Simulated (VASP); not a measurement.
# HfH2 (I4/mmm) in VASP: notebook

HfH2 is run at these levels: LDA; tasks: single point.

Everything below comes from runs of VASP 6.6.1. Logs are shortened: lines on timing, memory, paths and dates and some standing lists are left out, and cuts for length are marked.

## Step 1: The cell of the first run

It takes space group I4/mmm (No. 139, tetragonal). The conventional cell has a = 3.513 Å, b = 3.513 Å, c = 4.361 Å, α = 90.00°, β = 90.00°, γ = 90.00°. Hf (site symmetry 4/mmm) has 8 H at 2.07 Å within 2.7 Å. H (site symmetry -4m2) has 4 Hf at 2.07 Å and 6 H at 2.18 to 2.48 Å within 2.7 Å.

## Step 2: Single point, LDA (equal xx and yy strain of +1 %)

INCAR reads:

```
SYSTEM = HfH2
ALGO     = Normal         ! electronic algorithm
EDIFF    = 1E-6           ! SCF threshold, eV
ENCUT    = 520            ! plane-wave cutoff, eV
ISIF     = 2              ! what is computed and relaxed
ISMEAR   = -1             ! smearing method
LASPH    = .True.         ! aspherical terms in the spheres
LCHARG   = .False.        ! write CHGCAR
LREAL    = .False.        ! projectors in reciprocal space
LWAVE    = .False.        ! write WAVECAR
NBANDS   = 13             ! bands
NELM     = 60             ! most SCF steps
PREC     = Accurate       ! precision mode
SIGMA    = 0.03           ! smearing width, eV
```

KPOINTS reads:

```
k-points
0
Gamma
  12 12 12
  0 0 0
```

POSCAR reads:

```
HfH2
1.0
   -1.7563900000      1.7563900000      2.1805000000
    1.7563900000     -1.7563900000      2.1805000000
    1.7563900000      1.7563900000     -2.1805000000
Hf H
1 2
Direct
    0.0000000000      0.0000000000      0.0000000000
    0.7500000000      0.2500000000      0.5000000000
    0.2500000000      0.7500000000      0.5000000000
```

Potentials or basis: VASP PAW LDA potentials, release 64 (Hf_pv, H).

The run is started by

```bash
cat potpaw_LDA.64/Hf_pv/POTCAR potpaw_LDA.64/H/POTCAR > POTCAR
mpirun -np 1 vasp_std > vasp.out
```

OUTCAR:

```text
SYSTEM = HfH2
   EDIFF = 1E-6
   ENCUT = 520
   ISIF = 2
   ISMEAR = -1
   LASPH = .True.
   LREAL = .False.
   NELM = 60
   PREC = Accurate

 ion  position               nearest neighbor table
   1  0.000  0.000  0.000-   2 2.07   3 2.07   2 2.07   3 2.07   2 2.07   3 2.07   2 2.07   3 2.07

   2  0.750  0.250  0.500-   1 2.07   1 2.07   1 2.07   1 2.07
   3  0.250  0.750  0.500-   1 2.07   1 2.07   1 2.07   1 2.07

  LATTYP: Found a body centered tetragonal cell.
 ALAT       =     3.5127800000
 C/A-ratio  =     1.2414668724

  Lattice vectors:

 A1 = (  -1.7563900000,   1.7563900000,   2.1805000000)
 A2 = (   1.7563900000,  -1.7563900000,   2.1805000000)
 A3 = (   1.7563900000,   1.7563900000,  -2.1805000000)

Analysis of symmetry for initial positions (statically):
=====================================================================
 Subroutine PRICEL returns:
 Original cell was already a primitive cell.

 Routine SETGRP: Setting up the symmetry group for a
 body centered tetragonal supercell.

 Subroutine GETGRP returns: Found 16 space group operations
 (whereof 16 operations were pure point group operations)
 out of a pool of 16 trial point group operations.

The static configuration has the point symmetry D_4h.

Analysis of symmetry for dynamics (positions and initial velocities):
=====================================================================
 Subroutine PRICEL returns:
 Original cell was already a primitive cell.

 Routine SETGRP: Setting up the symmetry group for a
 body centered tetragonal supercell.

 Subroutine GETGRP returns: Found 16 space group operations
 (whereof 16 operations were pure point group operations)
 out of a pool of 16 trial point group operations.

The dynamic configuration has the point symmetry D_4h.

 Subroutine INISYM returns: Found 16 space group operations
 (whereof 16 operations are pure point group operations),
 and found     1 'primitive' translations

----------------------------------------------------------------------------------------

                                     Primitive cell

  volume of cell :      26.9065

  direct lattice vectors                    reciprocal lattice vectors
    -1.756390000  1.756390000  2.180500000     0.000000000  0.284674816  0.229305205
     1.756390000 -1.756390000  2.180500000     0.284674816  0.000000000  0.229305205
     1.756390000  1.756390000 -2.180500000     0.284674816  0.284674816  0.000000000

  length of vectors
     3.305206788  3.305206788  3.305206788     0.365541554  0.365541554  0.402590986

  position of ions in fractional coordinates (direct lattice)
     0.000000000  0.000000000  0.000000000
     0.750000000  0.250000000  0.500000000
     0.250000000  0.750000000  0.500000000

  ion indices of the primitive-cell ions
   primitive index   ion index
                 1           1
                 2           2
                 3           3

----------------------------------------------------------------------------------------

 KPOINTS: k-points

Automatic generation of k-mesh.
 Grid dimensions read from file:
 generate k-points for:   12   12   12

 Generating k-lattice:

  Cartesian coordinates                     Fractional coordinates (reciprocal lattice)
     0.000000000  0.023722901  0.019108767     0.083333333 -0.000000000  0.000000000
     0.023722901  0.000000000  0.019108767    -0.000000000  0.083333333  0.000000000
     0.023722901  0.023722901  0.000000000     0.000000000  0.000000000  0.083333333

  Length of vectors
     0.030461796  0.030461796  0.033549249

  Shift w.r.t. Gamma in fractional coordinates (k-lattice)
     0.000000000  0.000000000  0.000000000

 Subroutine IBZKPT returns following result:
 ===========================================

 Found    163 irreducible k-points:

 Following reciprocal coordinates:
            Coordinates               Weight
  0.000000  0.000000  0.000000      1.000000
  0.083333  0.000000 -0.000000      8.000000
  0.166667  0.000000 -0.000000      8.000000
  0.250000  0.000000 -0.000000      8.000000
  0.333333  0.000000 -0.000000      8.000000
  0.416667  0.000000 -0.000000      8.000000
[... 16 lines left out ...]
  0.500000  0.166667 -0.000000     16.000000
 -0.416667  0.166667  0.000000     16.000000
 [... further k-points ...]
   k-points           NKPTS =    163   k-points in BZ     NKDIM =    163   number of bands    NBANDS=     13
   number of dos      NEDOS =    301   number of ions     NIONS =      3
   total plane-waves  NPLWV =  21952
   dimension x,y,z NGX =    28 NGY =   28 NGZ =   28
   dimension x,y,z NGXF=    56 NGYF=   56 NGZF=   56
   ions per type =               1   2
   NGX,Y,Z   is equivalent  to a cutoff of  14.08, 14.08, 14.08 a.u.
   NGXF,Y,Z  is equivalent  to a cutoff of  28.17, 28.17, 28.17 a.u.
 SYSTEM =  HfH2
   PREC   = accura    normal or accurate (medium, high low for compatibility)
   ISTART =      0    job   : 0-new  1-cont  2-samecut
   ICHARG =      2    charge: 1-file 2-atom 10-const
   ISPIN  =      1    spin polarized calculation?
   LNONCOLLINEAR =      F non collinear calculations
   LSORBIT =      F    spin-orbit coupling
   LASPH  =      T    aspherical Exc in radial PAW
   ENCUT  =  520.0 eV  38.22 Ry    6.18 a.u.   6.15  6.15  6.15*2*pi/ulx,y,z
   NELM   =     60;   NELMIN=  2; NELMDL= -5     # of ELM steps
   EDIFF  = 0.1E-05   stopping-criterion for ELM
   LREAL  =      F    real-space projection
   EDIFFG = 0.1E-04   stopping-criterion for IOM
   NSW    =      0    number of steps for IOM
   IBRION =     -1    ionic relax: 0-MD 1-quasi-New 2-CG
   NFREE  =      0    steps in history (QN), initial steepest desc. (CG)
   ISIF   =      2    stress and relaxation
   ISYM   =      2    0-nonsym 1-usesym 2-fastsym
   POTIM  = 0.5000    time-step for ionic-motion
   TEBEG  =    0.0;   TEEND  =   0.0 temperature during run
   PSTRESS=    0.0 pullay stress
   NELECT =      12.0000    total number of electrons
   NUPDOWN=      -1.0000    fix difference up-down
   EMIN   =  10.00;   EMAX   =-10.00  energy-range for DOS
   EFERMI =   0.00;   METHOD = LEGACY
   ISMEAR =    -1;   SIGMA  =   0.03  broadening in eV -4-tet -1-fermi 0-gaus
   EFERMI_NEDOS =   21; number of points for ismear=-14 and -15
   IALGO  =     38    algorithm
   IMIX   =      4    mixing-type and parameters
     AMIX     =   0.40;   BMIX     =  1.00
     AMIX_MAG =   1.60;   BMIX_MAG =  1.00
  volume/ion in A,a.u.               =       8.97        60.52
  Fermi-wavevector in a.u.,A,eV,Ry     =   1.250785  2.363640 21.285805  1.564463
  Thomas-Fermi vector in A             =   2.384763
   LORBIT       =      0    0 simple, 1 ext, 2 COOP (PROOUT), +10 PAW based schemes
   GGA     = CA    functional components
   LHFCALC =     F    Hartree Fock is set to
   AEXX    =    0.0000 exact exchange contribution
   IVDW    =     0    specifies the selected vdW correction
   LEPSILON=     F    determine dielectric tensor
   LRPA    =     F    only Hartree local field effects (RPA)
 non-spin polarized calculation
  energy-cutoff  :      520.00
  volume of cell :       26.91
 maximum number of plane-waves:       756
 NGX is ok and might be reduce to    28
   NGX = 13   NGY = 13   NGZ = 13

 number of electron      11.9999999 magnetization

 Free energy of the ion-electron system (eV)
  ---------------------------------------------------
  ext. energy  EPLUGINS =         0.00000000
  ---------------------------------------------------
  free energy    TOTEN  =       -19.42438118 eV

  energy without entropy =      -19.42260440  energy(sigma->0) =      -19.42349279

 E-fermi :   5.0652     XC(G=0): -11.5170

 val. band max:        5.0403075813   @ k =  -0.0833   0.1667   0.0833
 cond. band min:       5.0776090297   @ k =  -0.1667  -0.1667   0.1667
 fundamental gap:      0.0373014484
 Fermi energy:         5.0652071451

 k-point     1 :       0.0000    0.0000    0.0000
  band No.  band energies     occupation
      1     -25.7798      2.00000
      2     -25.7798      2.00000
      3     -25.7243      2.00000
      4      -5.9718      2.00000
      5       3.9654      2.00000
      6       4.5888      2.00000
      7       4.5888      2.00000
      8       5.4020      0.00003
      9       6.7824      0.00000
     10       8.1399      0.00000
     11      16.4969      0.00000
     12      16.5907      0.00000
     13      16.8236      0.00000

 k-point     2 :       0.0833    0.0000   -0.0000
  band No.  band energies     occupation
      1     -25.8077      2.00000
      2     -25.7874      2.00000
      3     -25.7363      2.00000
      4      -5.7842      2.00000
      5       2.7687      2.00000
      6       4.6701      2.00000
      7       5.0992      0.48669
      8       6.3981      0.00000
      9       6.7366      0.00000
     10       8.0157      0.00000
     11      15.3657      0.00000
     12      16.5527      0.00000
     13      17.2191      0.00000

 k-point     3 :       0.1667    0.0000   -0.0000
  band No.  band energies     occupation
      1     -25.9024      2.00000
      2     -25.8081      2.00000
      3     -25.7489      2.00000
      4      -5.2567      2.00000
      5       1.5007      2.00000
      6       4.7925      1.99977
      7       5.4248      0.00001
      8       6.7848      0.00000
      9       7.6237      0.00000
     10       8.3149      0.00000
     11      14.1086      0.00000
     12      16.5474      0.00000
     13      18.2071      0.00000
[... 305 lines left out ...]
 k-point    23 :       0.5000    0.1667   -0.0000
  band No.  band energies     occupation
      1     -26.2402      2.00000
      2     -25.9448      2.00000
      3     -25.8175      2.00000
      4      -2.6270      2.00000
      5      -0.2940      2.00000
      6       3.5974      2.00000
      7       5.9203      0.00000
      8       8.7476      0.00000
      9       9.0855      0.00000
     10      10.7344      0.00000
     11      11.9600      0.00000
     12      14.5668      0.00000
     13      16.3915      0.00000

 k-point    24 :      -0.4167    0.1667    0.0000
  band No.  band energies     occupation
      1     -26.1867      2.00000
      2     -25.9061      2.00000
      3     -25.8186      2.00000
      4      -3.0296      2.00000
      5      -0.2873      2.00000
      6       3.7483      2.00000
      7       6.0109      0.00000
      8       7.9372      0.00000
      9       8.9157      0.00000
     10      11.3495      0.00000
     11      12.5744      0.00000
     12      14.3270      0.00000
     13      16.5127      0.00000

 [... further k-points ...]

------------------------ aborting loop because EDIFF is reached ----------------------------------------

  FORCE on cell =-STRESS in cart. coord.  units (eV):
  Direction    XX          YY          ZZ          XY          YZ          ZX
  --------------------------------------------------------------------------------------
  -------------------------------------------------------------------------------------
  Total       -1.8657100     -1.8657100     -1.8838692      0.0000000      0.0000000      0.0000000
  in kB     -111.0955694   -111.0955694   -112.1768769      0.0000000      0.0000000      0.0000000
  external PRESSURE =    -111.4560052 kB  Pullay stress =       0.0000000 kB

 VOLUME and BASIS-vectors are now :
 -----------------------------------------------------------------------------
  energy-cutoff  :      520.00
  volume of cell :       26.91
      direct lattice vectors                 reciprocal lattice vectors
    -1.756390000  1.756390000  2.180500000     0.000000000  0.284674816  0.229305205
     1.756390000 -1.756390000  2.180500000     0.284674816  0.000000000  0.229305205
     1.756390000  1.756390000 -2.180500000     0.284674816  0.284674816  0.000000000

 POSITION                                       TOTAL-FORCE (eV/Angst)
 -----------------------------------------------------------------------------------
      0.00000      0.00000      0.00000        -0.000000     -0.000000     -0.000000
     -0.00000      1.75639      1.09025         0.000000      0.000000      0.000000
      1.75639     -0.00000      1.09025        -0.000000     -0.000000      0.000000
 -----------------------------------------------------------------------------------
    total drift:                               -0.000000     -0.000000      0.000000

  FREE ENERGIE OF THE ION-ELECTRON SYSTEM (eV)
  ---------------------------------------------------
  free  energy   TOTEN  =       -19.4243811827 eV

  energy  without entropy=      -19.4226043980  energy(sigma->0) =      -19.42349279
```

Wall time 36 s (1 thread of Intel Xeon Platinum 8559C (Emerald Rapids), shared host); peak memory 0.19 GiB.

Results:

| Property | Result |
| --- | --- |
| Free energy | -19.4244 eV |
| Pressure | -11.1 GPa |
| Band gap on the k mesh | zero (bands 6 and 7 overlap by 1.14 eV) |

Caveat: the cell differs from its parent crystal (equal xx and yy strain of +1 %); the cell stands under tension; spin-orbit coupling is left out, which moves the levels of the heavy elements.

## Step 3: Single point, LDA (equal xx and yy strain of +2 %)

INCAR reads:

```
SYSTEM = HfH2
PREC = Accurate ; ENCUT = 520
EDIFF = 1E-6 ; ISMEAR = -1
SIGMA = 0.03 ; LREAL = .False.
LASPH = .True. ; NELM = 80
ALGO = Normal ; ISIF = 2
LWAVE = .False. ; LCHARG = .True.
GGA = CA ; LELF = .True.
LVHAR = .True. ; NBANDS = 13
```

KPOINTS reads:

```
regular mesh
0
Gamma
  12 12 12
  0 0 0
```

POSCAR reads:

```
HfH2
1.0
   -1.7737800000      1.7737800000      2.1805000000
    1.7737800000     -1.7737800000      2.1805000000
    1.7737800000      1.7737800000     -2.1805000000
Hf H
1 2
Direct
    0.0000000000      0.0000000000      0.0000000000
    0.7500000000      0.2500000000      0.5000000000
    0.2500000000      0.7500000000      0.5000000000
```

Potentials or basis: VASP PAW LDA potentials, release 64 (Hf_pv, H).

The run is started by

```bash
cat potpaw_LDA.64/Hf_pv/POTCAR potpaw_LDA.64/H/POTCAR > POTCAR
mpirun -np 1 vasp_std > vasp.out
```

Run time: 42 s. Hardware: 1 thread of Intel Xeon Platinum 8559C (Emerald Rapids), shared host; peak memory 0.19 GiB.

It converged, with:

```
Free energy            : -19.3832 eV
Pressure               : -13.5 GPa
Band gap on the k mesh : zero (bands 6 and 7 overlap by 1.11 eV)
```

Stress tensor (GPa, compression positive):
```
-13.82   0.00   0.00
  0.00 -13.82   0.00
  0.00   0.00 -12.95
```

Levels at points of the mesh, in eV from the Fermi level:
| k point | band 2 | band 3 | band 4 | band 5 | band 6 | band 7 | band 8 | band 9 | band 10 | band 11 |
| --- | --- | --- | --- | --- | --- | --- | --- | --- | --- | --- |
| (0.00, 0.00, 0.00) | -30.91 | -30.85 | -10.93 | -1.07 | -0.47 | -0.47 | 0.39 | 1.61 | 3.00 | 11.35 |
| (0.50, 0.00, 0.00) | -31.02 | -30.90 | -8.07 | -5.04 | -0.86 | 0.64 | 3.44 | 4.60 | 4.62 | 5.93 |
| (0.50, 0.50, 0.00) | -31.04 | -30.99 | -6.24 | -5.66 | -3.95 | 3.56 | 3.75 | 4.99 | 6.27 | 6.62 |
| (0.50, 0.50, 0.50) | -31.15 | -31.15 | -7.46 | -4.06 | -3.56 | 4.30 | 4.39 | 4.39 | 5.29 | 5.29 |

Caveat: the cell differs from its parent crystal (equal xx and yy strain of +2 %); the cell stands under tension; spin-orbit coupling is left out, which moves the levels of the heavy elements.

(Continued in part 2 of 2.)
